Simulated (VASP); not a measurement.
# Al (P6_3/mmc) in VASP: a series of runs

Runs on Al. Level: LDA. Tasks: single point.

Program: VASP 6.6.1. These are calculated values, not measurements. Logs are shortened: lines on timing, memory, paths and dates and some standing lists are left out, and cuts for length are marked.

### 1 The cell of the first run

The structure is hexagonal, space group P6_3/mmc (No. 194). The conventional cell has a = 2.812 Å, b = 2.812 Å, c = 4.867 Å, α = 90.00°, β = 90.00°, γ = 120.00°. Al (site symmetry -6m2) has 12 Al at 2.81 to 2.93 Å within 3.7 Å.

### 2 Single point, LDA

Input file INCAR:

```
SYSTEM = Al
PREC = Accurate
ENCUT = 520
EDIFF = 1E-6
ISMEAR = 0
SIGMA = 0.05
LREAL = .False.
LASPH = .True.
NELM = 100
ALGO = Normal
ISIF = 2
LWAVE = .False.
LCHARG = .True.
LELF = .True.
LVHAR = .True.
NBANDS = 10
```

Input file KPOINTS:

```
Automatic mesh
0
Gamma
  12 12 6
  0 0 0
```

Input file POSCAR:

```
Al
1.0
    2.8124550000      0.0000000000      0.0000000000
   -1.4062280000      2.4356580000      0.0000000000
    0.0000000000      0.0000000000      4.8668500000
Al
2
Direct
    0.6666666667      0.3333333333      0.7500000000
    0.3333333333      0.6666666667      0.2500000000
```

Potentials or basis: VASP PAW LDA potentials, release 64 (Al).

The run is started by

```console
$ cat potpaw_LDA.64/Al/POTCAR > POTCAR
$ mpirun -np 1 vasp_std > vasp.out
```

OUTCAR:

```text
SYSTEM = Al
   PREC = Accurate
   ENCUT = 520
   EDIFF = 1E-6
   ISMEAR = 0
   LREAL = .False.
   LASPH = .True.
   NELM = 100
   ISIF = 2

 ion  position               nearest neighbor table
   1  0.667  0.333  0.750-   2 2.93   2 2.93   2 2.93   2 2.93   2 2.93   2 2.93
   2  0.333  0.667  0.250-   1 2.93   1 2.93   1 2.93   1 2.93   1 2.93   1 2.93

  LATTYP: Found a hexagonal cell.
 ALAT       =     2.8124550000
 C/A-ratio  =     1.7304632430

  Lattice vectors:

 A1 = (   2.8124550000,   0.0000000000,   0.0000000000)
 A2 = (  -1.4062280000,   2.4356580000,   0.0000000000)
 A3 = (   0.0000000000,   0.0000000000,   4.8668500000)

Analysis of symmetry for initial positions (statically):
=====================================================================
 Subroutine PRICEL returns:
 Original cell was already a primitive cell.

 Routine SETGRP: Setting up the symmetry group for a
 hexagonal supercell.

 Subroutine GETGRP returns: Found 24 space group operations
 (whereof 12 operations were pure point group operations)
 out of a pool of 24 trial point group operations.

The static configuration has the point symmetry D_3d.
 The point group associated with its full space group is D_6h.

Analysis of symmetry for dynamics (positions and initial velocities):
=====================================================================
 Subroutine PRICEL returns:
 Original cell was already a primitive cell.

 Routine SETGRP: Setting up the symmetry group for a
 hexagonal supercell.

 Subroutine GETGRP returns: Found 24 space group operations
 (whereof 12 operations were pure point group operations)
 out of a pool of 24 trial point group operations.

The dynamic configuration has the point symmetry D_3d.
 The point group associated with its full space group is D_6h.

 Subroutine INISYM returns: Found 24 space group operations
 (whereof 12 operations are pure point group operations),
 and found     1 'primitive' translations

----------------------------------------------------------------------------------------

                                     Primitive cell

  volume of cell :      33.3388

  direct lattice vectors                    reciprocal lattice vectors
     2.812455000  0.000000000  0.000000000     0.355561245  0.205283409  0.000000000
    -1.406228000  2.435658000  0.000000000     0.000000000  0.410566672  0.000000000
     0.000000000  0.000000000  4.866850000     0.000000000  0.000000000  0.205471712

  length of vectors
     2.812455000  2.812455703  4.866850000     0.410566775  0.410566672  0.205471712

  position of ions in fractional coordinates (direct lattice)
     0.666666667  0.333333333  0.750000000
     0.333333333  0.666666667  0.250000000

  ion indices of the primitive-cell ions
   primitive index   ion index
                 1           1
                 2           2

----------------------------------------------------------------------------------------

 KPOINTS: Automatic mesh

Automatic generation of k-mesh.
 Grid dimensions read from file:
 generate k-points for:   12   12    6

 Generating k-lattice:

  Cartesian coordinates                     Fractional coordinates (reciprocal lattice)
     0.029630104  0.017106951  0.000000000     0.083333333  0.000000000  0.000000000
     0.000000000  0.034213889  0.000000000     0.000000000  0.083333333  0.000000000
     0.000000000  0.000000000  0.034245285     0.000000000  0.000000000  0.166666667

  Length of vectors
     0.034213898  0.034213889  0.034245285

  Shift w.r.t. Gamma in fractional coordinates (k-lattice)
     0.000000000  0.000000000  0.000000000

 Subroutine IBZKPT returns following result:
 ===========================================

 Found     76 irreducible k-points:

 Following reciprocal coordinates:
            Coordinates               Weight
  0.000000  0.000000  0.000000      1.000000
  0.083333  0.000000  0.000000      6.000000
  0.166667  0.000000  0.000000      6.000000
  0.250000 -0.000000  0.000000      6.000000
  0.333333  0.000000  0.000000      6.000000
  0.416667 -0.000000  0.000000      6.000000
[... 16 lines left out ...]
  0.250000 -0.000000  0.166667     12.000000
  0.333333  0.000000  0.166667     12.000000
 [... further k-points ...]
   k-points           NKPTS =     76   k-points in BZ     NKDIM =     76   number of bands    NBANDS=     10
   number of dos      NEDOS =    301   number of ions     NIONS =      2
   total plane-waves  NPLWV =  20736
   dimension x,y,z NGX =    24 NGY =   24 NGZ =   36
   dimension x,y,z NGXF=    48 NGYF=   48 NGZF=   72
   ions per type =               2
   NGX,Y,Z   is equivalent  to a cutoff of  14.19, 14.19, 12.30 a.u.
   NGXF,Y,Z  is equivalent  to a cutoff of  28.37, 28.37, 24.59 a.u.
 SYSTEM =  Al
   PREC   = accura    normal or accurate (medium, high low for compatibility)
   ISTART =      0    job   : 0-new  1-cont  2-samecut
   ICHARG =      2    charge: 1-file 2-atom 10-const
   ISPIN  =      1    spin polarized calculation?
   LNONCOLLINEAR =      F non collinear calculations
   LSORBIT =      F    spin-orbit coupling
   LASPH  =      T    aspherical Exc in radial PAW
   ENCUT  =  520.0 eV  38.22 Ry    6.18 a.u.   5.23  5.23  9.05*2*pi/ulx,y,z
   NELM   =    100;   NELMIN=  2; NELMDL= -5     # of ELM steps
   EDIFF  = 0.1E-05   stopping-criterion for ELM
   LREAL  =      F    real-space projection
   EDIFFG = 0.1E-04   stopping-criterion for IOM
   NSW    =      0    number of steps for IOM
   IBRION =     -1    ionic relax: 0-MD 1-quasi-New 2-CG
   NFREE  =      0    steps in history (QN), initial steepest desc. (CG)
   ISIF   =      2    stress and relaxation
   ISYM   =      2    0-nonsym 1-usesym 2-fastsym
   POTIM  = 0.5000    time-step for ionic-motion
   TEBEG  =    0.0;   TEEND  =   0.0 temperature during run
   PSTRESS=    0.0 pullay stress
   NELECT =       6.0000    total number of electrons
   NUPDOWN=      -1.0000    fix difference up-down
   EMIN   =  10.00;   EMAX   =-10.00  energy-range for DOS
   EFERMI =   0.00;   METHOD = LEGACY
   ISMEAR =     0;   SIGMA  =   0.05  broadening in eV -4-tet -1-fermi 0-gaus
   EFERMI_NEDOS =   21; number of points for ismear=-14 and -15
   IALGO  =     38    algorithm
   IMIX   =      4    mixing-type and parameters
     AMIX     =   0.40;   BMIX     =  1.00
     AMIX_MAG =   1.60;   BMIX_MAG =  1.00
  volume/ion in A,a.u.               =      16.67       112.49
  Fermi-wavevector in a.u.,A,eV,Ry     =   0.924291  1.746656 11.623641  0.854313
  Thomas-Fermi vector in A             =   2.050021
   LORBIT       =      0    0 simple, 1 ext, 2 COOP (PROOUT), +10 PAW based schemes
   GGA     = CA    functional components
   LHFCALC =     F    Hartree Fock is set to
   AEXX    =    0.0000 exact exchange contribution
   IVDW    =     0    specifies the selected vdW correction
   LEPSILON=     F    determine dielectric tensor
   LRPA    =     F    only Hartree local field effects (RPA)
 non-spin polarized calculation
 Gauss-broadening in eV      SIGMA  =   0.05
  energy-cutoff  :      520.00
  volume of cell :       33.34
 maximum number of plane-waves:       920
 NGX is ok and might be reduce to    24
   NGX = 11   NGY = 11   NGZ = 19

 number of electron       6.0000000 magnetization

 Free energy of the ion-electron system (eV)
  ---------------------------------------------------
  ext. energy  EPLUGINS =         0.00000000
  ---------------------------------------------------
  free energy    TOTEN  =        -8.28321169 eV

  energy without entropy =       -8.28224507  energy(sigma->0) =       -8.28272838

 E-fermi :   7.6752     XC(G=0): -10.3057

 val. band max:        7.6685152191   @ k =   0.3333   0.0833   0.5000
 cond. band min:       7.7621309003   @ k =   0.4167   0.0833   0.0000
 fundamental gap:      0.0936156812
 Fermi energy:         7.6752423811

 k-point     1 :       0.0000    0.0000    0.0000
  band No.  band energies     occupation
      1      -3.3498      2.00000
      2       2.6021      2.00000
      3       2.9038      2.00000
      4      18.8116      0.00000
      5      18.9880      0.00000
      6      18.9880      0.00000
      7      19.2857      0.00000
      8      19.2857      0.00000
      9      19.8956      0.00000
     10      22.3287      0.00000

 k-point     2 :       0.0833    0.0000    0.0000
  band No.  band energies     occupation
      1      -3.1770      2.00000
      2       2.7716      2.00000
      3       3.0650      2.00000
      4      16.2667      0.00000
      5      17.5140      0.00000
      6      18.4562      0.00000
      7      19.8108      0.00000
      8      19.9620      0.00000
      9      21.0357      0.00000
     10      21.5077      0.00000

 k-point     3 :       0.1667    0.0000    0.0000
  band No.  band energies     occupation
      1      -2.6600      2.00000
      2       3.2765      2.00000
      3       3.5486      2.00000
      4      13.1237      0.00000
      5      16.1970      0.00000
      6      17.2985      0.00000
      7      18.3621      0.00000
      8      18.8279      0.00000
      9      20.6630      0.00000
     10      20.7219      0.00000

 k-point     4 :       0.2500   -0.0000    0.0000
  band No.  band energies     occupation
      1      -1.8027      2.00000
      2       4.1026      2.00000
      3       4.3542      2.00000
      4      10.1572      0.00000
      5      15.1742      0.00000
      6      15.2386      0.00000
      7      15.9744      0.00000
      8      16.9274      0.00000
      9      19.9968      0.00000
     10      20.7867      0.00000
[... 222 lines left out ...]
 k-point    22 :       0.1667    0.0000    0.1667
  band No.  band energies     occupation
      1      -2.4879      2.00000
      2       1.5792      2.00000
      3       5.5492      2.00000
      4      13.2589      0.00000
      5      16.3428      0.00000
      6      16.6064      0.00000
      7      16.7773      0.00000
      8      18.5176      0.00000
      9      19.7942      0.00000
     10      20.4788      0.00000

 k-point    23 :       0.2500   -0.0000    0.1667
  band No.  band energies     occupation
      1      -1.6317      2.00000
      2       2.4103      2.00000
      3       6.3399      2.00000
      4      10.3168      0.00000
      5      14.0002      0.00000
      6      15.3206      0.00000
      7      16.4598      0.00000
      8      17.3734      0.00000
      9      18.7476      0.00000
     10      18.8104      0.00000

 k-point    24 :       0.3333    0.0000    0.1667
  band No.  band energies     occupation
      1      -0.4421      2.00000
      2       3.5557      2.00000
      3       7.1471      2.00000
      4       7.9128      0.00000
      5      11.4021      0.00000
      6      14.5919      0.00000
      7      14.9198      0.00000
      8      16.1886      0.00000
      9      18.1006      0.00000
     10      18.9743      0.00000

 [... further k-points ...]
[... 5 lines left out ...]
  --------------------------------------------------------------------------------------
  -------------------------------------------------------------------------------------
  Total       -0.4486085     -0.4486087     -1.1315673      0.0000001     -0.0000000      0.0000000
  in kB      -21.5589809    -21.5589901    -54.3802393      0.0000044     -0.0000000      0.0000000
  external PRESSURE =     -32.4994035 kB  Pullay stress =       0.0000000 kB

 VOLUME and BASIS-vectors are now :
 -----------------------------------------------------------------------------
  energy-cutoff  :      520.00
  volume of cell :       33.34
      direct lattice vectors                 reciprocal lattice vectors
     2.812455000  0.000000000  0.000000000     0.355561245  0.205283409  0.000000000
    -1.406228000  2.435658000  0.000000000     0.000000000  0.410566672  0.000000000
     0.000000000  0.000000000  4.866850000     0.000000000  0.000000000  0.205471712

 POSITION                                       TOTAL-FORCE (eV/Angst)
 -----------------------------------------------------------------------------------
      1.40623      0.81189      3.65014        -0.000000      0.000000      0.000000
     -0.00000      1.62377      1.21671         0.000000      0.000000      0.000000
 -----------------------------------------------------------------------------------
    total drift:                                0.000000     -0.000000     -0.000000

  FREE ENERGIE OF THE ION-ELECTRON SYSTEM (eV)
  ---------------------------------------------------
  free  energy   TOTEN  =        -8.2832116895 eV

  energy  without entropy=       -8.2822450663  energy(sigma->0) =       -8.28272838
```

Wall time 5 s (1 thread of Intel Xeon 6975P-C (Granite Rapids), shared host); peak memory 0.14 GiB.

Results:

```yaml
Free_energy: -8.2832 eV
Pressure: -3.2 GPa
Band_gap_on_the_k_mesh: zero (band 3 reaches 11.35 eV, above the bottom of band 4 at 4.59 eV)
```

### 3 Single point, LDA

This run uses another cell than the first one, of 17.00 Å³/atom, 1.020 times its volume.

Input file INCAR:

```
ALGO = Normal
EDIFF = 1E-7
ENCUT = 520
ISIF = 2
ISMEAR = 0
LASPH = T
LCHARG = F
LREAL = F
LWAVE = F
NBANDS = 10
NELM = 80
PREC = Accurate
SIGMA = 0.05
```

Input file KPOINTS:

```
k-points
0
Gamma
  12 12 6
```

Input file POSCAR:

```
Al
1.0
    2.8310810726      0.0000000000      0.0000000000
   -1.4155410396      2.4517886555      0.0000000000
    0.0000000000      0.0000000000      4.8990817340
Al
2
Direct
    0.6666666667      0.3333333333      0.7500000000
    0.3333333333      0.6666666667      0.2500000000
```

Potentials or basis: VASP PAW LDA potentials, release 64 (Al).

The run is started by

```console
$ cat potpaw_LDA.64/Al/POTCAR > POTCAR
$ mpirun -np 1 vasp_std > vasp.out
```

It took 5.6 s on 1 thread of Intel Xeon 6975P-C (Granite Rapids), shared host; peak memory 0.14 GiB.

It converged, with:

* Free energy: -8.2670 eV
* Pressure: -4.5 GPa
* Band gap on the k mesh: zero (band 3 reaches 11.12 eV, above the bottom of band 4 at 4.41 eV)

Stress tensor (GPa, compression positive):
```
-3.56  0.00  0.00
 0.00 -3.56  0.00
 0.00  0.00 -6.48
```

Levels at points of the mesh, in eV from the Fermi level:
```tsv
k point	band 1	band 2	band 3	band 4	band 5	band 6
(0.00, 0.00, 0.00)	-10.89	-5.04	-4.69	11.05	11.14	11.14
(0.50, 0.00, 0.00)	-4.97	-4.81	0.55	0.64	1.23	1.53
(0.00, 0.00, 0.50)	-9.36	-9.36	2.35	2.35	12.27	12.27
(0.50, 0.00, 0.50)	-3.71	-3.71	-3.07	-3.07	7.39	7.39
```

### 4 Single point, LDA

This run uses another cell than the first one, of 17.34 Å³/atom, 1.040 times its volume.

Input file INCAR:

```
PREC = Accurate ; ENCUT = 520
EDIFF = 1E-6 ; ISMEAR = 0
SIGMA = 0.05 ; LREAL = F
LASPH = T ; NELM = 60
ALGO = Normal ; ISIF = 2
LWAVE = F ; LCHARG = T
LELF = T ; LVHAR = T
NBANDS = 10
```

Input file KPOINTS:

```
Automatic mesh
0
Gamma
  12 12 6
```

Input file POSCAR:

```
Al
1.0
    2.8494652311      0.0000000000      0.0000000000
   -1.4247331221      2.4677098072      0.0000000000
    0.0000000000      0.0000000000      4.9308948445
Al
2
Direct
    0.6666666667      0.3333333333      0.7500000000
    0.3333333333      0.6666666667      0.2500000000
```

The run is started by

```console
$ cat potpaw_LDA.64/Al/POTCAR > POTCAR
$ mpirun -np 1 vasp_std > vasp.out
```

It took 5.7 s on 1 thread of Intel Xeon 6975P-C (Granite Rapids), shared host; peak memory 0.14 GiB.

Results (log left out):

- Free energy: -8.2458 eV
- Pressure: -5.6 GPa
- Band gap on the k mesh: zero (band 3 reaches 10.89 eV, above the bottom of band 4 at 4.23 eV)

Stress tensor (GPa, compression positive):
```
-4.84  0.00  0.00
 0.00 -4.84  0.00
 0.00  0.00 -7.22
```

Levels at points of the mesh, in eV from the Fermi level:
| k point | band 1 | band 2 | band 3 | band 4 | band 5 | band 6 | band 7 |
| --- | --- | --- | --- | --- | --- | --- | --- |
| (0.00, 0.00, 0.00) | -10.76 | -5.01 | -4.61 | 10.96 | 10.96 | 10.96 | 11.37 |
| (0.50, 0.00, 0.00) | -4.92 | -4.74 | 0.52 | 0.64 | 1.18 | 1.55 | 5.99 |
| (0.00, 0.00, 0.50) | -9.25 | -9.25 | 2.32 | 2.32 | 12.13 | 12.13 | 12.13 |
| (0.50, 0.00, 0.50) | -3.65 | -3.65 | -3.05 | -3.05 | 7.28 | 7.28 | 7.37 |

### 5 Single point, LDA

This run uses another cell than the first one, of 17.67 Å³/atom, 1.060 times its volume.

Input file INCAR:

```
SYSTEM = Al
PREC = Accurate ; ENCUT = 520
EDIFF = 1E-7 ; ISMEAR = 0
SIGMA = 0.05 ; LREAL = .FALSE.
LASPH = .TRUE. ; NELM = 100
ALGO = Normal ; ISIF = 2
LWAVE = .FALSE. ; LCHARG = .FALSE.
GGA = CA ; NBANDS = 10
```

Input file KPOINTS:

```
Automatic mesh
0
G
  12 12 6
  0 0 0
```

Input file POSCAR:

```
Al
1.0
    2.8676151805      0.0000000000      0.0000000000
   -1.4338081000      2.4834281278      0.0000000000
    0.0000000000      0.0000000000      4.9623026648
Al
2
Direct
    0.6666666667      0.3333333333      0.7500000000
    0.3333333333      0.6666666667      0.2500000000
```

The run is started by

```console
$ cat potpaw_LDA.64/Al/POTCAR > POTCAR
$ mpirun -np 1 vasp_std > vasp.out
```

Wall time 6 s (1 thread of Intel Xeon 6975P-C (Granite Rapids), shared host); peak memory 0.14 GiB.

Results (log left out):

| Quantity | Value |
| --- | --- |
| Free energy | -8.2204 eV |
| Pressure | -6.5 GPa |
| Band gap on the k mesh | zero (band 3 reaches 10.67 eV, above the bottom of band 4 at 4.06 eV) |

Stress tensor (GPa, compression positive):
```
-5.96  0.00  0.00
 0.00 -5.96  0.00
 0.00  0.00 -7.71
```

Levels at points of the mesh, in eV from the Fermi level:
```csv
k point,band 1,band 2,band 3,band 4,band 5,band 6,band 7
"(0.00, 0.00, 0.00)",-10.64,-4.98,-4.53,10.80,10.80,10.88,11.26
"(0.50, 0.00, 0.00)",-4.88,-4.67,0.50,0.64,1.12,1.58,5.89
"(0.00, 0.00, 0.50)",-9.15,-9.15,2.30,2.30,11.98,11.98,11.98
"(0.50, 0.00, 0.50)",-3.60,-3.60,-3.03,-3.03,7.17,7.17,7.31
```

### 6 Overview

```tsv
cell	gap on the mesh (eV)	pressure (GPa)
a = 2.812, b = 2.812, c = 4.867 Å, angles 90.0, 90.0, 120.0°, 2 atoms	none	-3.2
a = 2.831, b = 2.831, c = 4.899 Å, angles 90.0, 90.0, 120.0°, 2 atoms	none	-4.5
a = 2.849, b = 2.849, c = 4.931 Å, angles 90.0, 90.0, 120.0°, 2 atoms	none	-5.6
a = 2.868, b = 2.868, c = 4.962 Å, angles 90.0, 90.0, 120.0°, 2 atoms	none	-6.5
```

Alike in all rows: task single point; level LDA; potentials or basis VASP PAW LDA potentials, release 64 (Al); no spin polarisation; k mesh 12 × 12 × 6; cutoff (eV) 520; smearing gaussian 0.05 eV.

Absolute energies hang on the potentials; compare differences alone.
